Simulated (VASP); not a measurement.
TeRu, 4 atoms in the cell. Symmetry: Pm-3m, No. 221, cubic system. The conventional cell has a = 3.415 Å, b = 3.415 Å, c = 3.415 Å, α = 90.00°, β = 90.00°, γ = 90.00°. Ru (site symmetry m-3m) has 8 Te at 2.96 Å and 6 Ru at 3.42 Å within 3.9 Å. Within 3.9 Å of Te (site symmetry m-3m) lie 8 Ru at 2.96 Å and 6 Te at 3.42 Å. 

| Item | Value |
| --- | --- |
| Program | VASP 6.6.1 |
| Task | single point |
| Functional | LDA |
| Potentials or basis | VASP PAW LDA potentials, release 64 (Ru_pv, Te) |
| Cutoff | 500 eV |
| k mesh | 6 × 6 × 3 |
| Occupations | gaussian, width 0.05 eV |
| Spin | non-collinear spin, twin_end start, moments held on the sites |
| Starting moments | [[0.0, 0.0, 0.38], [0.0, 0.0, 0.38], [0.0, 0.0, 0.01], [0.0, 0.0, 0.01]] μB |
| Dipole correction | no |
| Constraint on the moments (I_CONSTRAINED_M) | 2 |
| Penalty LAMBDA | 10 |
| Further INCAR settings | ALGO = Normal; EDIFF = 1e-06; NBANDS = 54; ISYM = -1; AMIX = 0.2; BMIX = 0.0001 |

Potentials or basis: VASP PAW LDA potentials, release 64 (Ru_pv, Te).

Launch:

```console
$ cat potpaw_LDA.64/Ru_pv/POTCAR potpaw_LDA.64/Te/POTCAR > POTCAR
$ mpirun -np 4 vasp_ncl > vasp.out
```

Hardware: 4 MPI ranks on Intel(R) Xeon(R) Platinum 8259CL CPU @ 2.50GHz (Skylake/Cascade Lake), on a shared host.

Problem. How long does it take, and how much memory?

Solution. Wall time 17 min on 4 MPI ranks on Intel(R) Xeon(R) Platinum 8259CL CPU @ 2.50GHz (Skylake/Cascade Lake) (shared host), peak memory 0.75 GiB a rank. Counts: scf iterations 74, k points 108.
